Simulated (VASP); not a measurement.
# Ru (Fd-3m) in VASP: further runs, part 2 of 2

VASP 6.6.1. The steps go on from the part before.

**4. Single point, BLYP (volume scaled by 0.96)**

INCAR

```
PREC = Accurate ; ENCUT = 520
EDIFF = 1E-6 ; ISMEAR = -1
SIGMA = 0.1 ; LREAL = False
LASPH = True ; NELM = 80
ALGO = Normal ; ISIF = 2
LWAVE = False ; LCHARG = False
GGA = B5 ; ALDAX = 1.0
AGGAX = 1.0 ; AGGAC = 1.0
ALDAC = 0.0 ; NBANDS = 21
```

KPOINTS

```
regular mesh
0
Gamma
  11 11 11
```

POSCAR

```
Ru
1.0
    0.0000000000      2.7316610599      2.7316610599
    2.7316610599      0.0000000000      2.7316610599
    2.7316610599      2.7316610599      0.0000000000
Ru
2
Direct
    0.1250000000      0.1250000000      0.1250000000
    0.8750000000      0.8750000000      0.8750000000
```

Potentials or basis: VASP PAW PBE potentials, release 64 (Ru_pv).

The run is started by

```console
> cat potpaw_PBE.64/Ru_pv/POTCAR > POTCAR
> mpirun -np 1 vasp_std > vasp.out
```

OUTCAR:

```text
PREC = Accurate
   ENCUT = 520
   EDIFF = 1E-6
   ISMEAR = -1
   LREAL = False
   LASPH = True
   NELM = 80
   ISIF = 2
   GGA = B5

 ion  position               nearest neighbor table
   1  0.125  0.125  0.125-   2 2.37   2 2.37   2 2.37   2 2.37
   2  0.875  0.875  0.875-   1 2.37   1 2.37   1 2.37   1 2.37

  LATTYP: Found a face centered cubic cell.
 ALAT       =     5.4633221198

  Lattice vectors:

 A1 = (   0.0000000000,   2.7316610599,   2.7316610599)
 A2 = (   2.7316610599,   0.0000000000,   2.7316610599)
 A3 = (   2.7316610599,   2.7316610599,   0.0000000000)

Analysis of symmetry for initial positions (statically):
=====================================================================
 Subroutine PRICEL returns:
 Original cell was already a primitive cell.

 Routine SETGRP: Setting up the symmetry group for a
 face centered cubic supercell.

 Subroutine GETGRP returns: Found 48 space group operations
 (whereof 12 operations were pure point group operations)
 out of a pool of 48 trial point group operations.

[... 159 lines left out ...]
  ---------------------------------------------------
  free energy    TOTEN  =       -14.37688996 eV

  energy without entropy =      -14.31403350  energy(sigma->0) =      -14.34546173

 E-fermi :   7.4941     XC(G=0): -10.6642

 val. band max:        7.4861249929   @ k =   0.4545   0.2727   0.0909
 cond. band min:       7.5283074304   @ k =   0.3636   0.2727   0.0909
 fundamental gap:      0.0421824374
 Fermi energy:         7.4940526543

 k-point     1 :       0.0000    0.0000    0.0000
  band No.  band energies     occupation
      1     -35.5119      2.00000
      2     -35.5119      2.00000
      3     -35.5119      2.00000
      4     -34.6445      2.00000
      5     -34.6445      2.00000
      6     -34.6445      2.00000
[... 565 lines left out ...]
     20      18.0174      0.00000
     21      18.0182      0.00000

 [... further k-points ...]

------------------------ aborting loop because EDIFF is reached ----------------------------------------

  FORCE on cell =-STRESS in cart. coord.  units (eV):
  Direction    XX          YY          ZZ          XY          YZ          ZX
  --------------------------------------------------------------------------------------
  -------------------------------------------------------------------------------------
  Total        1.8066454      1.8066454      1.8066454     -0.0000000     -0.0000000      0.0000000
  in kB       71.0024087     71.0024087     71.0024087     -0.0000000     -0.0000000      0.0000000
  external PRESSURE =      71.0024087 kB  Pullay stress =       0.0000000 kB

 VOLUME and BASIS-vectors are now :
 -----------------------------------------------------------------------------
  energy-cutoff  :      520.00
  volume of cell :       40.77
      direct lattice vectors                 reciprocal lattice vectors
     0.000000000  2.731661060  2.731661060    -0.183038814  0.183038814  0.183038814
     2.731661060  0.000000000  2.731661060     0.183038814 -0.183038814  0.183038814
     2.731661060  2.731661060  0.000000000     0.183038814  0.183038814 -0.183038814

 POSITION                                       TOTAL-FORCE (eV/Angst)
 -----------------------------------------------------------------------------------
      0.68292      0.68292      0.68292        -0.000000      0.000000      0.000000
      4.78041      4.78041      4.78041         0.000000     -0.000000     -0.000000
 -----------------------------------------------------------------------------------
    total drift:                               -0.000000      0.000000      0.000000

  FREE ENERGIE OF THE ION-ELECTRON SYSTEM (eV)
  ---------------------------------------------------
  free  energy   TOTEN  =       -14.3768899555 eV

  energy  without entropy=      -14.3140334959  energy(sigma->0) =      -14.34546173
```

OSZICAR:

```text
N       E                     dE             d eps       ncg     rms          rms(c)
DAV:   1     0.285626775178E+03    0.28563E+03   -0.17474E+04  2352   0.138E+03
DAV:   2    -0.949523241012E+01   -0.29512E+03   -0.28554E+03  2517   0.418E+02
DAV:   3    -0.148250776392E+02   -0.53298E+01   -0.52955E+01  2617   0.641E+01
DAV:   4    -0.148746033161E+02   -0.49526E-01   -0.49509E-01  3313   0.549E+00
DAV:   5    -0.148749117322E+02   -0.30842E-03   -0.30832E-03  2600   0.416E-01    0.115E+01
DAV:   6    -0.144122795971E+02    0.46263E+00   -0.13807E+00  2607   0.105E+01    0.396E+00
DAV:   7    -0.143844773334E+02    0.27802E-01   -0.81880E-02  2748   0.204E+00    0.158E+00
DAV:   8    -0.143768190154E+02    0.76583E-02   -0.17137E-02  2567   0.973E-01    0.903E-02
DAV:   9    -0.143768083648E+02    0.10651E-04   -0.96784E-04  2941   0.246E-01    0.576E-02
DAV:  10    -0.143768900077E+02   -0.81643E-04   -0.78106E-05  2652   0.616E-02    0.106E-02
DAV:  11    -0.143768899555E+02    0.52200E-07   -0.96656E-06  2843   0.224E-02
   1 F= -.14376890E+02 E0= -.14345462E+02  d E =-.628565E-01
```

stdout:

```text
POSCAR found type information on POSCAR Ru
 POSCAR found :  1 types and       2 ions
 scaLAPACK will be used
 -----------------------------------------------------------------------------
|                                                                             |
|                                                                             |
|     You enforced a specific xc type in the INCAR file but a different       |
|     I HOPE YOU KNOW WHAT YOU ARE DOING!                                     |
|                                                                             |
 -----------------------------------------------------------------------------

 LDA part: xc-table for (Slater(with rela. corr.)+VWN5), standard interpolation
 POSCAR, INCAR and KPOINTS ok, starting setup
 FFT: planning ... GRIDC
 FFT: planning ... GRID_SOFT
 FFT: planning ... GRID
 WAVECAR not read
 entering main loop
```

Run time: 27 s. Hardware: 1 thread of Intel Xeon 6975P-C (Granite Rapids), shared host; peak memory 0.18 GiB.

Results:

```yaml
Free_energy: -14.3769 eV
Pressure: 7.1 GPa
Band_gap_on_the_k_mesh: zero (band 14 reaches 7.81 eV, above the bottom of band 15 at 6.97 eV)
```

Levels at points of the mesh, in eV from the Fermi level:
| k point | band 10 | band 11 | band 12 | band 13 | band 14 | band 15 | band 16 | band 17 | band 18 | band 19 |
| --- | --- | --- | --- | --- | --- | --- | --- | --- | --- | --- |
| (0.00, 0.00, 0.00) | -3.16 | -3.16 | -3.16 | -0.49 | -0.49 | -0.49 | 1.80 | 1.80 | 10.52 | 10.52 |

Caveat: the cell differs from its parent crystal (volume scaled by 0.96); the PAW data sets were made with another functional, which shifts forces and pressure a little.

**5. Single point, BLYP**

This run uses another cell than the first one, of 21.23 Å³/atom, 1.136 times its volume.

INCAR

```
AGGAC = 1.0
AGGAX = 1.0
ALDAC = 0.0
ALDAX = 1.0
ALGO = Normal
EDIFF = 1E-7
ENCUT = 520
GGA = B5
ISIF = 2
ISMEAR = -1
LASPH = True
LCHARG = True
LELF = True
LREAL = False
LVHAR = True
LWAVE = False
NBANDS = 21
NELM = 80
PREC = Accurate
SIGMA = 0.1
```

KPOINTS

```
k-points
0
Gamma
  11 11 11
```

POSCAR

```
Ru
1.0
    0.0000000000      2.7690857250      2.7690857250
    2.7690857250      0.0000000000      2.7690857250
    2.7690857250      2.7690857250      0.0000000000
Ru
2
Direct
    0.1250000000      0.1250000000      0.1250000000
    0.8750000000      0.8750000000      0.8750000000
```

Potentials or basis: VASP PAW PBE potentials, release 64 (Ru_pv).

The run is started by

```console
> cat potpaw_PBE.64/Ru_pv/POTCAR > POTCAR
> mpirun -np 1 vasp_std > vasp.out
```

OUTCAR:

```text
EDIFF = 1E-7
   ENCUT = 520
   GGA = B5
   ISIF = 2
   ISMEAR = -1
   LASPH = True
   LREAL = False
   NELM = 80
   PREC = Accurate

 ion  position               nearest neighbor table
   1  0.125  0.125  0.125-   2 2.40   2 2.40   2 2.40   2 2.40
   2  0.875  0.875  0.875-   1 2.40   1 2.40   1 2.40   1 2.40

  LATTYP: Found a face centered cubic cell.
 ALAT       =     5.5381714500

  Lattice vectors:

 A1 = (   0.0000000000,   2.7690857250,   2.7690857250)
 A2 = (   2.7690857250,   0.0000000000,   2.7690857250)
 A3 = (   2.7690857250,   2.7690857250,   0.0000000000)

Analysis of symmetry for initial positions (statically):
=====================================================================
 Subroutine PRICEL returns:
 Original cell was already a primitive cell.

 Routine SETGRP: Setting up the symmetry group for a
 face centered cubic supercell.

 Subroutine GETGRP returns: Found 48 space group operations
 (whereof 12 operations were pure point group operations)
 out of a pool of 48 trial point group operations.

The static configuration has the point symmetry D_3d.
 The point group associated with its full space group is O_h .

Analysis of symmetry for dynamics (positions and initial velocities):
=====================================================================
 Subroutine PRICEL returns:
 Original cell was already a primitive cell.

 Routine SETGRP: Setting up the symmetry group for a
 face centered cubic supercell.

 Subroutine GETGRP returns: Found 48 space group operations
 (whereof 12 operations were pure point group operations)
 out of a pool of 48 trial point group operations.

The dynamic configuration has the point symmetry D_3d.
 The point group associated with its full space group is O_h .

 Subroutine INISYM returns: Found 48 space group operations
 (whereof 12 operations are pure point group operations),
 and found     1 'primitive' translations

----------------------------------------------------------------------------------------

                                     Primitive cell

  volume of cell :      42.4658

  direct lattice vectors                    reciprocal lattice vectors
     0.000000000  2.769085725  2.769085725    -0.180565013  0.180565013  0.180565013
     2.769085725  0.000000000  2.769085725     0.180565013 -0.180565013  0.180565013
     2.769085725  2.769085725  0.000000000     0.180565013  0.180565013 -0.180565013

  length of vectors
     3.916078588  3.916078588  3.916078588     0.312747777  0.312747777  0.312747777

  position of ions in fractional coordinates (direct lattice)
     0.125000000  0.125000000  0.125000000
     0.875000000  0.875000000  0.875000000

  ion indices of the primitive-cell ions
   primitive index   ion index
                 1           1
                 2           2

----------------------------------------------------------------------------------------

 KPOINTS: k-points

Automatic generation of k-mesh.
 Grid dimensions read from file:
 generate k-points for:   11   11   11

 Generating k-lattice:

  Cartesian coordinates                     Fractional coordinates (reciprocal lattice)
    -0.016415001  0.016415001  0.016415001     0.090909091  0.000000000  0.000000000
     0.016415001 -0.016415001  0.016415001     0.000000000  0.090909091  0.000000000
     0.016415001  0.016415001 -0.016415001     0.000000000  0.000000000  0.090909091

  Length of vectors
     0.028431616  0.028431616  0.028431616

  Shift w.r.t. Gamma in fractional coordinates (k-lattice)
     0.000000000  0.000000000  0.000000000

 Subroutine IBZKPT returns following result:
 ===========================================

 Found     56 irreducible k-points:

 Following reciprocal coordinates:
            Coordinates               Weight
  0.000000  0.000000  0.000000      1.000000
  0.090909  0.000000  0.000000      8.000000
  0.181818  0.000000  0.000000      8.000000
  0.272727  0.000000  0.000000      8.000000
  0.363636  0.000000  0.000000      8.000000
  0.454545  0.000000  0.000000      8.000000
[... 16 lines left out ...]
 -0.272727  0.181818  0.000000     24.000000
 -0.181818  0.181818  0.000000     12.000000
 [... further k-points ...]
   k-points           NKPTS =     56   k-points in BZ     NKDIM =     56   number of bands    NBANDS=     21
   number of dos      NEDOS =    301   number of ions     NIONS =      2
   total plane-waves  NPLWV =  27000
   dimension x,y,z NGX =    30 NGY =   30 NGZ =   30
   dimension x,y,z NGXF=    60 NGYF=   60 NGZF=   60
   ions per type =               2
   NGX,Y,Z   is equivalent  to a cutoff of  12.74, 12.74, 12.74 a.u.
   NGXF,Y,Z  is equivalent  to a cutoff of  25.47, 25.47, 25.47 a.u.
 SYSTEM =  unknown system
   PREC   = accura    normal or accurate (medium, high low for compatibility)
   ISTART =      0    job   : 0-new  1-cont  2-samecut
   ICHARG =      2    charge: 1-file 2-atom 10-const
   ISPIN  =      1    spin polarized calculation?
   LNONCOLLINEAR =      F non collinear calculations
   LSORBIT =      F    spin-orbit coupling
   LASPH  =      T    aspherical Exc in radial PAW
   ENCUT  =  520.0 eV  38.22 Ry    6.18 a.u.   7.28  7.28  7.28*2*pi/ulx,y,z
   NELM   =     80;   NELMIN=  2; NELMDL= -5     # of ELM steps
   EDIFF  = 0.1E-06   stopping-criterion for ELM
   LREAL  =      F    real-space projection
   EDIFFG = 0.1E-05   stopping-criterion for IOM
   NSW    =      0    number of steps for IOM
   IBRION =     -1    ionic relax: 0-MD 1-quasi-New 2-CG
   NFREE  =      0    steps in history (QN), initial steepest desc. (CG)
   ISIF   =      2    stress and relaxation
   ISYM   =      2    0-nonsym 1-usesym 2-fastsym
   POTIM  = 0.5000    time-step for ionic-motion
   TEBEG  =    0.0;   TEEND  =   0.0 temperature during run
   PSTRESS=    0.0 pullay stress
   NELECT =      28.0000    total number of electrons
   NUPDOWN=      -1.0000    fix difference up-down
   EMIN   =  10.00;   EMAX   =-10.00  energy-range for DOS
   EFERMI =   0.00;   METHOD = LEGACY
   ISMEAR =    -1;   SIGMA  =   0.10  broadening in eV -4-tet -1-fermi 0-gaus
   EFERMI_NEDOS =   21; number of points for ismear=-14 and -15
   IALGO  =     38    algorithm
   IMIX   =      4    mixing-type and parameters
     AMIX     =   0.40;   BMIX     =  1.00
     AMIX_MAG =   1.60;   BMIX_MAG =  1.00
  volume/ion in A,a.u.               =      21.23       143.29
  Fermi-wavevector in a.u.,A,eV,Ry     =   1.424889  2.692650 27.624036  2.030309
  Thomas-Fermi vector in A             =   2.545332
   LORBIT       =      0    0 simple, 1 ext, 2 COOP (PROOUT), +10 PAW based schemes
   GGA     = B5    functional components
   LHFCALC =     F    Hartree Fock is set to
   AEXX    =    0.0000 exact exchange contribution
   IVDW    =     0    specifies the selected vdW correction
   LEPSILON=     F    determine dielectric tensor
   LRPA    =     F    only Hartree local field effects (RPA)
 non-spin polarized calculation
  energy-cutoff  :      520.00
  volume of cell :       42.47
 maximum number of plane-waves:      1167
 NGX is ok and might be reduce to    30
   NGX = 15   NGY = 15   NGZ = 15

 number of electron      28.0000005 magnetization

 Free energy of the ion-electron system (eV)
  ---------------------------------------------------
  ext. energy  EPLUGINS =         0.00000000
  ---------------------------------------------------
  free energy    TOTEN  =       -14.41751325 eV

  energy without entropy =      -14.35161067  energy(sigma->0) =      -14.38456196

 E-fermi :   6.9874     XC(G=0): -10.4509

 val. band max:        6.9774632544   @ k =   0.4545   0.2727   0.0909
 cond. band min:       7.0212980529   @ k =   0.3636   0.2727   0.0909
 fundamental gap:      0.0438347985
 Fermi energy:         6.9873898033

 k-point     1 :       0.0000    0.0000    0.0000
  band No.  band energies     occupation
      1     -35.9138      2.00000
      2     -35.9138      2.00000
      3     -35.9138      2.00000
      4     -35.1389      2.00000
      5     -35.1389      2.00000
      6     -35.1389      2.00000
[... 13 lines left out ...]
     20      19.7383      0.00000
     21      20.0503      0.00000

 k-point     2 :       0.0909    0.0000    0.0000
  band No.  band energies     occupation
      1     -35.9211      2.00000
      2     -35.9211      2.00000
      3     -35.9123      2.00000
      4     -35.1411      2.00000
      5     -35.1313      2.00000
      6     -35.1313      2.00000
[... 520 lines left out ...]
 k-point    24 :      -0.1818    0.1818    0.0000
  band No.  band energies     occupation
      1     -36.0156      2.00000
      2     -35.9627      2.00000
      3     -35.8541      2.00000
      4     -35.2027      2.00000
      5     -35.0875      2.00000
      6     -35.0356      2.00000
[... 13 lines left out ...]
     20      17.5397      0.00000
     21      17.5406      0.00000

 [... further k-points ...]
[... 5 lines left out ...]
  --------------------------------------------------------------------------------------
  -------------------------------------------------------------------------------------
  Total        0.1500215      0.1500215      0.1500215      0.0000000      0.0000000      0.0000000
  in kB        5.6601119      5.6601119      5.6601119      0.0000000      0.0000000      0.0000000
  external PRESSURE =       5.6601119 kB  Pullay stress =       0.0000000 kB

 VOLUME and BASIS-vectors are now :
 -----------------------------------------------------------------------------
  energy-cutoff  :      520.00
  volume of cell :       42.47
      direct lattice vectors                 reciprocal lattice vectors
     0.000000000  2.769085725  2.769085725    -0.180565013  0.180565013  0.180565013
     2.769085725  0.000000000  2.769085725     0.180565013 -0.180565013  0.180565013
     2.769085725  2.769085725  0.000000000     0.180565013  0.180565013 -0.180565013

 POSITION                                       TOTAL-FORCE (eV/Angst)
 -----------------------------------------------------------------------------------
      0.69227      0.69227      0.69227         0.000000     -0.000000      0.000000
      4.84590      4.84590      4.84590        -0.000000      0.000000     -0.000000
 -----------------------------------------------------------------------------------
    total drift:                               -0.000000      0.000000      0.000000

  FREE ENERGIE OF THE ION-ELECTRON SYSTEM (eV)
  ---------------------------------------------------
  free  energy   TOTEN  =       -14.4175132457 eV

  energy  without entropy=      -14.3516106748  energy(sigma->0) =      -14.38456196
```

OSZICAR:

```text
N       E                     dE             d eps       ncg     rms          rms(c)
DAV:   1     0.286483722790E+03    0.28648E+03   -0.17479E+04  2360   0.137E+03
DAV:   2    -0.970966836543E+01   -0.29619E+03   -0.28659E+03  2492   0.419E+02
DAV:   3    -0.148936458895E+02   -0.51840E+01   -0.51415E+01  2672   0.630E+01
DAV:   4    -0.149431712443E+02   -0.49525E-01   -0.49503E-01  3168   0.542E+00
DAV:   5    -0.149435695422E+02   -0.39830E-03   -0.39819E-03  2777   0.458E-01    0.105E+01
DAV:   6    -0.144499895211E+02    0.49358E+00   -0.15655E+00  2542   0.110E+01    0.333E+00
DAV:   7    -0.144251610197E+02    0.24829E-01   -0.66003E-02  2803   0.181E+00    0.144E+00
DAV:   8    -0.144173887783E+02    0.77722E-02   -0.16598E-02  2517   0.972E-01    0.896E-02
DAV:   9    -0.144174364212E+02   -0.47643E-04   -0.83000E-04  2992   0.226E-01    0.578E-02
DAV:  10    -0.144175128099E+02   -0.76389E-04   -0.78694E-05  2617   0.624E-02    0.837E-03
DAV:  11    -0.144175132869E+02   -0.47697E-06   -0.68625E-06  3004   0.179E-02    0.258E-03
DAV:  12    -0.144175132457E+02    0.41139E-07   -0.65237E-07  2705   0.558E-03
   1 F= -.14417513E+02 E0= -.14384562E+02  d E =-.659026E-01
```

It took 33 s on 1 thread of Intel Xeon 6975P-C (Granite Rapids), shared host; peak memory 0.18 GiB.

What came out:

```yaml
Free_energy: -14.4175 eV
Pressure: 0.6 GPa
Band_gap_on_the_k_mesh: zero (band 14 reaches 7.29 eV, above the bottom of band 15 at 6.49 eV)
```

Levels at points of the mesh, in eV from the Fermi level:
```
           k point  band 12  band 13  band 14  band 15  band 16  band 17
(0.00, 0.00, 0.00)    -3.03    -0.47    -0.47    -0.47     1.68     1.68
```

Caveat: the PAW data sets were made with another functional, which shifts forces and pressure a little.

**6. Overview**

```tsv
cell	gap on the mesh (eV)	pressure (GPa)
a = 3.753 Å, angles 60.0°, 2 atoms	none	25.8
a = 3.809 Å, angles 60.0°, 2 atoms	none	15.4
a = 3.863 Å, angles 60.0°, 2 atoms	none	7.1
a = 3.916 Å, angles 60.0°, 2 atoms	none	0.6
```

Alike in all rows: task single point; level BLYP; potentials or basis VASP PAW PBE potentials, release 64 (Ru_pv); no spin polarisation; k mesh 11 × 11 × 11; cutoff (eV) 520; smearing fermi-dirac 0.1 eV.

Caveats: the PAW data sets were made with another functional, which shifts forces and pressure a little.

Absolute energies hang on the potentials; compare differences alone.
